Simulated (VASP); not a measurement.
# Se (Im-3m) in VASP: a series of runs

Se is run at these levels: PBE; tasks: single point.

Program: VASP 6.6.1. These are calculated values, not measurements. Logs are shortened: lines on timing, memory, paths and dates and some standing lists are left out, and cuts for length are marked.

## Step 1: The cell of the first run

Symmetry: Im-3m, No. 229, cubic system. Conventional cell: a = 3.317 Å, b = 3.317 Å, c = 3.317 Å, α = 90.00°, β = 90.00°, γ = 90.00°. Se (site symmetry m-3m) has 14 Se at 2.87 to 3.32 Å within 3.8 Å.

## Step 2: Single point, PBE

INCAR reads:

```
SYSTEM = Se
  ALGO = Normal
  EDIFF = 1E-7
  ENCUT = 520
  GGA = PE
  ISIF = 2
  ISMEAR = 1
  LASPH = .TRUE.
  LCHARG = .FALSE.
  LREAL = .FALSE.
  LWAVE = .FALSE.
  NBANDS = 9
  NELM = 100
  PREC = Accurate
  SIGMA = 0.1
```

KPOINTS reads:

```
k-points
0
G
  13 13 13
  0 0 0
```

POSCAR reads:

```
Se
1.0
   -1.6584771852      1.6584771852      1.6584771852
    1.6584771852     -1.6584771852      1.6584771852
    1.6584771852      1.6584771852     -1.6584771852
Se
1
Direct
    0.0000000000      0.0000000000      0.0000000000
```

Potentials or basis: VASP PAW PBE potentials, release 64 (Se).

On the command line:

```sh
cat potpaw_PBE.64/Se/POTCAR > POTCAR
mpirun -np 1 vasp_std > vasp.out
```

OUTCAR:

```text
SYSTEM = Se
   EDIFF = 1E-7
   ENCUT = 520
   GGA = PE
   ISIF = 2
   ISMEAR = 1
   LASPH = .TRUE.
   LREAL = .FALSE.
   NELM = 100
   PREC = Accurate

 ion  position               nearest neighbor table
   1  0.000  0.000  0.000-

  LATTYP: Found a body centered cubic cell.
 ALAT       =     3.3169543704

  Lattice vectors:

 A1 = (  -1.6584771852,   1.6584771852,   1.6584771852)
 A2 = (   1.6584771852,  -1.6584771852,   1.6584771852)
 A3 = (   1.6584771852,   1.6584771852,  -1.6584771852)

Analysis of symmetry for initial positions (statically):
=====================================================================
 Subroutine PRICEL returns:
 Original cell was already a primitive cell.

 Routine SETGRP: Setting up the symmetry group for a
 body centered cubic supercell.

 Subroutine GETGRP returns: Found 48 space group operations
 (whereof 48 operations were pure point group operations)
 out of a pool of 48 trial point group operations.

The static configuration has the point symmetry O_h .

Analysis of symmetry for dynamics (positions and initial velocities):
=====================================================================
 Subroutine PRICEL returns:
 Original cell was already a primitive cell.

 Routine SETGRP: Setting up the symmetry group for a
 body centered cubic supercell.

 Subroutine GETGRP returns: Found 48 space group operations
 (whereof 48 operations were pure point group operations)
 out of a pool of 48 trial point group operations.

The dynamic configuration has the point symmetry O_h .

 Subroutine INISYM returns: Found 48 space group operations
 (whereof 48 operations are pure point group operations),
 and found     1 'primitive' translations

----------------------------------------------------------------------------------------

                                     Primitive cell

  volume of cell :      18.2469

  direct lattice vectors                    reciprocal lattice vectors
    -1.658477185  1.658477185  1.658477185     0.000000000  0.301481386  0.301481386
     1.658477185 -1.658477185  1.658477185     0.301481386  0.000000000  0.301481386
     1.658477185  1.658477185 -1.658477185     0.301481386  0.301481386  0.000000000

  length of vectors
     2.872566748  2.872566748  2.872566748     0.426359065  0.426359065  0.426359065

  position of ions in fractional coordinates (direct lattice)
     0.000000000  0.000000000  0.000000000

  ion indices of the primitive-cell ions
   primitive index   ion index
                 1           1

----------------------------------------------------------------------------------------

 KPOINTS: k-points

Automatic generation of k-mesh.
 Grid dimensions read from file:
 generate k-points for:   13   13   13

 Generating k-lattice:

  Cartesian coordinates                     Fractional coordinates (reciprocal lattice)
     0.000000000  0.023190876  0.023190876     0.076923077  0.000000000  0.000000000
     0.023190876  0.000000000  0.023190876     0.000000000  0.076923077  0.000000000
     0.023190876  0.023190876  0.000000000     0.000000000  0.000000000  0.076923077

  Length of vectors
     0.032796851  0.032796851  0.032796851

  Shift w.r.t. Gamma in fractional coordinates (k-lattice)
     0.000000000  0.000000000  0.000000000

 Subroutine IBZKPT returns following result:
 ===========================================

 Found     84 irreducible k-points:

 Following reciprocal coordinates:
            Coordinates               Weight
  0.000000  0.000000  0.000000      1.000000
  0.076923  0.000000  0.000000     12.000000
  0.153846  0.000000  0.000000     12.000000
  0.230769  0.000000  0.000000     12.000000
  0.307692  0.000000  0.000000     12.000000
  0.384615  0.000000  0.000000     12.000000
[... 16 lines left out ...]
  0.153846  0.076923  0.076923     24.000000
  0.230769  0.076923  0.076923     24.000000
 [... further k-points ...]
   k-points           NKPTS =     84   k-points in BZ     NKDIM =     84   number of bands    NBANDS=      9
   number of dos      NEDOS =    301   number of ions     NIONS =      1
   total plane-waves  NPLWV =  13824
   dimension x,y,z NGX =    24 NGY =   24 NGZ =   24
   dimension x,y,z NGXF=    48 NGYF=   48 NGZF=   48
   ions per type =               1
   NGX,Y,Z   is equivalent  to a cutoff of  13.89, 13.89, 13.89 a.u.
   NGXF,Y,Z  is equivalent  to a cutoff of  27.78, 27.78, 27.78 a.u.
 SYSTEM =  Se
   PREC   = accura    normal or accurate (medium, high low for compatibility)
   ISTART =      0    job   : 0-new  1-cont  2-samecut
   ICHARG =      2    charge: 1-file 2-atom 10-const
   ISPIN  =      1    spin polarized calculation?
   LNONCOLLINEAR =      F non collinear calculations
   LSORBIT =      F    spin-orbit coupling
   LASPH  =      T    aspherical Exc in radial PAW
   ENCUT  =  520.0 eV  38.22 Ry    6.18 a.u.   5.34  5.34  5.34*2*pi/ulx,y,z
   NELM   =    100;   NELMIN=  2; NELMDL= -5     # of ELM steps
   EDIFF  = 0.1E-06   stopping-criterion for ELM
   LREAL  =      F    real-space projection
   EDIFFG = 0.1E-05   stopping-criterion for IOM
   NSW    =      0    number of steps for IOM
   IBRION =     -1    ionic relax: 0-MD 1-quasi-New 2-CG
   NFREE  =      0    steps in history (QN), initial steepest desc. (CG)
   ISIF   =      2    stress and relaxation
   ISYM   =      2    0-nonsym 1-usesym 2-fastsym
   POTIM  = 0.5000    time-step for ionic-motion
   TEBEG  =    0.0;   TEEND  =   0.0 temperature during run
   PSTRESS=    0.0 pullay stress
   NELECT =       6.0000    total number of electrons
   NUPDOWN=      -1.0000    fix difference up-down
   EMIN   =  10.00;   EMAX   =-10.00  energy-range for DOS
   EFERMI =   0.00;   METHOD = LEGACY
   ISMEAR =     1;   SIGMA  =   0.10  broadening in eV -4-tet -1-fermi 0-gaus
   EFERMI_NEDOS =   21; number of points for ismear=-14 and -15
   IALGO  =     38    algorithm
   IMIX   =      4    mixing-type and parameters
     AMIX     =   0.40;   BMIX     =  1.00
     AMIX_MAG =   1.60;   BMIX_MAG =  1.00
  volume/ion in A,a.u.               =      18.25       123.14
  Fermi-wavevector in a.u.,A,eV,Ry     =   1.129958  2.135312 17.371997  1.276806
  Thomas-Fermi vector in A             =   2.266653
   LORBIT       =      0    0 simple, 1 ext, 2 COOP (PROOUT), +10 PAW based schemes
   GGA     = PE    functional components
   LHFCALC =     F    Hartree Fock is set to
   AEXX    =    0.0000 exact exchange contribution
   IVDW    =     0    specifies the selected vdW correction
   LEPSILON=     F    determine dielectric tensor
   LRPA    =     F    only Hartree local field effects (RPA)
 non-spin polarized calculation
 Methfessel and Paxton  Order N= 1 SIGMA  =   0.10
  energy-cutoff  :      520.00
  volume of cell :       18.25
 maximum number of plane-waves:       531
 NGX is ok and might be reduce to    24
   NGX = 11   NGY = 11   NGZ = 11

 number of electron       5.9999999 magnetization

 Free energy of the ion-electron system (eV)
  ---------------------------------------------------
  ext. energy  EPLUGINS =         0.00000000
  ---------------------------------------------------
  free energy    TOTEN  =        -2.86407224 eV

  energy without entropy =       -2.86349418  energy(sigma->0) =       -2.86387956

 E-fermi :   6.9212     XC(G=0): -11.1002

 val. band max:        6.8735142970   @ k =   0.3846   0.1538   0.0769
 cond. band min:       6.9262294894   @ k =  -0.3846   0.3846   0.0769
 fundamental gap:      0.0527151924
 Fermi energy:         6.9212357752

 k-point     1 :       0.0000    0.0000    0.0000
  band No.  band energies     occupation
      1     -10.2538      2.00000
      2      10.4506      0.00000
      3      10.4506      0.00000
      4      10.4506      0.00000
      5      19.5446      0.00000
      6      19.5446      0.00000
      7      19.5446      0.00000
      8      19.5789      0.00000
      9      22.7318      0.00000

 k-point     2 :       0.0769    0.0000    0.0000
  band No.  band energies     occupation
      1     -10.1128      2.00000
      2       9.5740      0.00000
      3      10.1318      0.00000
      4      10.3903      0.00000
      5      18.9648      0.00000
      6      19.0230      0.00000
      7      20.1527      0.00000
      8      20.3957      0.00000
      9      21.6599      0.00000

 k-point     3 :       0.1538    0.0000    0.0000
  band No.  band energies     occupation
      1      -9.6941      2.00000
      2       7.5716     -0.00000
      3       9.3863      0.00000
      4      10.2203      0.00000
      5      17.5698      0.00000
      6      17.8698      0.00000
      7      21.3693      0.00000
      8      21.7644      0.00000
      9      21.7767      0.00000

 k-point     4 :       0.2308    0.0000    0.0000
  band No.  band energies     occupation
      1      -9.0132      2.00000
      2       5.2161      2.00000
      3       8.5471     -0.00000
      4       9.9758      0.00000
      5      16.1358      0.00000
      6      16.8254      0.00000
      7      21.8140      0.00000
      8      21.9898      0.00000
      9      24.0423      0.00000

 k-point     5 :       0.3077    0.0000    0.0000
  band No.  band energies     occupation
      1      -8.1097      2.00000
      2       2.8980      2.00000
      3       7.8172     -0.00000
      4       9.7142      0.00000
      5      15.0425      0.00000
      6      15.9951      0.00000
      7      22.3483      0.00000
      8      22.9266      0.00000
      9      26.7719      0.00000

 k-point     6 :       0.3846    0.0000    0.0000
  band No.  band energies     occupation
      1      -7.0901      2.00000
      2       0.8777      2.00000
      3       7.2944     -0.00000
      4       9.4982      0.00000
      5      14.3205      0.00000
      6      15.4277      0.00000
      7      23.3214      0.00000
      8      24.1196      0.00000
      9      28.2408      0.00000
[... 169 lines left out ...]
 k-point    21 :       0.3077    0.3077    0.0000
  band No.  band energies     occupation
      1      -5.4592      2.00000
      2       0.9788      2.00000
      3       2.0959      2.00000
      4       8.0093     -0.00000
      5      16.3898      0.00000
      6      19.5983      0.00000
      7      21.1083      0.00000
      8      25.4275      0.00000
      9      27.0612      0.00000

 k-point    22 :       0.0769    0.0769    0.0769
  band No.  band energies     occupation
      1      -9.4196      2.00000
      2       6.6386      2.00048
      3       9.3147      0.00000
      4       9.3147      0.00000
      5      17.8506      0.00000
      6      17.8506      0.00000
      7      20.3489      0.00000
      8      22.1995      0.00000
      9      22.1995      0.00000

 k-point    23 :       0.1538    0.0769    0.0769
  band No.  band energies     occupation
      1      -8.7494      2.00000
      2       4.8258      2.00000
      3       7.9763     -0.00000
      4       8.8483     -0.00000
      5      17.4170      0.00000
      6      17.4406      0.00000
      7      21.5097      0.00000
      8      22.6642      0.00000
      9      22.7137      0.00000

 k-point    24 :       0.2308    0.0769    0.0769
  band No.  band energies     occupation
      1      -7.8649      2.00000
      2       2.8775      2.00000
      3       6.8311      2.02322
      4       8.3934     -0.00000
      5      16.7401      0.00000
      6      17.1546      0.00000
      7      23.0644      0.00000
      8      23.1465      0.00000
      9      24.1994      0.00000

 [... further k-points ...]
[... 5 lines left out ...]
  --------------------------------------------------------------------------------------
  -------------------------------------------------------------------------------------
  Total        1.1457264      1.1457264      1.1457264     -0.0000000     -0.0000000      0.0000000
  in kB      100.6011659    100.6011659    100.6011659     -0.0000000     -0.0000000      0.0000000
  external PRESSURE =     100.6011659 kB  Pullay stress =       0.0000000 kB

 VOLUME and BASIS-vectors are now :
 -----------------------------------------------------------------------------
  energy-cutoff  :      520.00
  volume of cell :       18.25
      direct lattice vectors                 reciprocal lattice vectors
    -1.658477185  1.658477185  1.658477185     0.000000000  0.301481386  0.301481386
     1.658477185 -1.658477185  1.658477185     0.301481386  0.000000000  0.301481386
     1.658477185  1.658477185 -1.658477185     0.301481386  0.301481386  0.000000000

 POSITION                                       TOTAL-FORCE (eV/Angst)
 -----------------------------------------------------------------------------------
      0.00000      0.00000      0.00000         0.000000      0.000000     -0.000000
 -----------------------------------------------------------------------------------
    total drift:                                0.000000     -0.000000     -0.000000

  FREE ENERGIE OF THE ION-ELECTRON SYSTEM (eV)
  ---------------------------------------------------
  free  energy   TOTEN  =        -2.8640722436 eV

  energy  without entropy=       -2.8634941840  energy(sigma->0) =       -2.86387956
```

Run time: 18 s. Hardware: 1 thread of Intel Xeon 8259CL, shared host; peak memory 0.14 GiB.

What came out:

* Free energy: -2.8641 eV
* Pressure: 10.1 GPa
* Band gap on the k mesh: zero (band 3 reaches 10.45 eV, above the bottom of band 4 at 3.07 eV)

Levels at points of the mesh, in eV from the Fermi level:
```
           k point  band 1  band 2  band 3  band 4  band 5  band 6
(0.00, 0.00, 0.00)  -17.18    3.53    3.53    3.53   12.62   12.62
```

## Step 3: Single point, PBE

This run uses another cell than the first one, of 19.79 Å³/atom, 1.085 times its volume.

INCAR reads:

```
SYSTEM = Se
PREC     = Accurate       ! precision mode
ENCUT    = 520            ! plane-wave cutoff, eV
EDIFF    = 1E-6           ! SCF threshold, eV
ISMEAR   = 1              ! smearing method
SIGMA    = 0.1            ! smearing width, eV
LREAL    = .FALSE.        ! projectors in reciprocal space
LASPH    = .TRUE.         ! aspherical terms in the spheres
NELM     = 100            ! most SCF steps
ALGO     = Normal         ! electronic algorithm
ISIF     = 2              ! what is computed and relaxed
LWAVE    = .FALSE.        ! write WAVECAR
LCHARG   = .TRUE.         ! write CHGCAR
GGA      = PE             ! functional
LELF     = .TRUE.         ! ELF
LVHAR    = .TRUE.       
NBANDS   = 9              ! bands
```

KPOINTS reads:

```
Automatic mesh
0
G
  13 13 13
  0 0 0
```

POSCAR reads:

```
Se
1.0
   -1.7040466757      1.7040466757      1.7040466757
    1.7040466757     -1.7040466757      1.7040466757
    1.7040466757      1.7040466757     -1.7040466757
Se
1
Direct
    0.0000000000      0.0000000000      0.0000000000
```

Potentials or basis: VASP PAW PBE potentials, release 64 (Se).

On the command line:

```sh
cat potpaw_PBE.64/Se/POTCAR > POTCAR
mpirun -np 1 vasp_std > vasp.out
```

OUTCAR:

```text
SYSTEM = Se
   PREC = Accurate
   ENCUT = 520
   EDIFF = 1E-6
   ISMEAR = 1
   LREAL = .FALSE.
   LASPH = .TRUE.
   NELM = 100
   ISIF = 2
   GGA = PE

 ion  position               nearest neighbor table
   1  0.000  0.000  0.000-

  LATTYP: Found a body centered cubic cell.
 ALAT       =     3.4080933514

  Lattice vectors:

 A1 = (  -1.7040466757,   1.7040466757,   1.7040466757)
 A2 = (   1.7040466757,  -1.7040466757,   1.7040466757)
 A3 = (   1.7040466757,   1.7040466757,  -1.7040466757)

[... 458 lines left out ...]
      1      -8.3852      2.00000
      2       2.0549      2.00000
      3       5.8061      1.91932
      4       7.2355     -0.00000
      5      15.3960      0.00000
      6      15.8980      0.00000
      7      21.2754      0.00000
      8      21.7615      0.00000
      9      22.5231      0.00000

 [... further k-points ...]
[... 5 lines left out ...]
  --------------------------------------------------------------------------------------
  -------------------------------------------------------------------------------------
  Total        0.2485245      0.2485245      0.2485245      0.0000000      0.0000000     -0.0000000
  in kB       20.1175624     20.1175624     20.1175624      0.0000000      0.0000000     -0.0000000
  external PRESSURE =      20.1175624 kB  Pullay stress =       0.0000000 kB

 VOLUME and BASIS-vectors are now :
 -----------------------------------------------------------------------------
  energy-cutoff  :      520.00
  volume of cell :       19.79
      direct lattice vectors                 reciprocal lattice vectors
    -1.704046676  1.704046676  1.704046676     0.000000000  0.293419193  0.293419193
     1.704046676 -1.704046676  1.704046676     0.293419193  0.000000000  0.293419193
     1.704046676  1.704046676 -1.704046676     0.293419193  0.293419193  0.000000000

 POSITION                                       TOTAL-FORCE (eV/Angst)
 -----------------------------------------------------------------------------------
      0.00000      0.00000      0.00000        -0.000000     -0.000000     -0.000000
 -----------------------------------------------------------------------------------
    total drift:                                0.000000     -0.000000     -0.000000

  FREE ENERGIE OF THE ION-ELECTRON SYSTEM (eV)
  ---------------------------------------------------
  free  energy   TOTEN  =        -2.9194308610 eV

  energy  without entropy=       -2.9187544266  energy(sigma->0) =       -2.91920538
```

OSZICAR:

```text
N       E                     dE             d eps       ncg     rms          rms(c)
DAV:   1     0.863750968443E+01    0.86375E+01   -0.29854E+03  1528   0.575E+02
DAV:   2    -0.266285406444E+01   -0.11300E+02   -0.10894E+02  2053   0.749E+01
DAV:   3    -0.291786192661E+01   -0.25501E+00   -0.25361E+00  1779   0.101E+01
DAV:   4    -0.291825482252E+01   -0.39290E-03   -0.39288E-03  2037   0.457E-01
DAV:   5    -0.291825518110E+01   -0.35859E-06   -0.35786E-06  1822   0.121E-02    0.323E+00
DAV:   6    -0.291854056172E+01   -0.28538E-03   -0.22237E-03  1733   0.264E-01    0.191E+00
DAV:   7    -0.291941493083E+01   -0.87437E-03   -0.39840E-03  1663   0.360E-01    0.637E-02
DAV:   8    -0.291943034347E+01   -0.15413E-04   -0.11794E-04  1656   0.659E-02    0.815E-03
DAV:   9    -0.291943086098E+01   -0.51751E-06   -0.12244E-06  1895   0.856E-03
   1 F= -.29194309E+01 E0= -.29192054E+01  d E =-.676434E-03
```

stdout:

```text
POSCAR found type information on POSCAR Se
 POSCAR found :  1 types and       1 ions
 scaLAPACK will be used
 LDA part: xc-table for (Slater+PW92), standard interpolation
 POSCAR, INCAR and KPOINTS ok, starting setup
 FFT: planning ... GRIDC
 FFT: planning ... GRID_SOFT
 FFT: planning ... GRID
 WAVECAR not read
 entering main loop
```

Wall time 16 s (1 thread of Intel Xeon 8259CL, shared host); peak memory 0.14 GiB.

What came out:

* Free energy: -2.9194 eV
* Pressure: 2.0 GPa
* Band gap on the k mesh: zero (band 3 reaches 8.94 eV, above the bottom of band 4 at 2.45 eV)
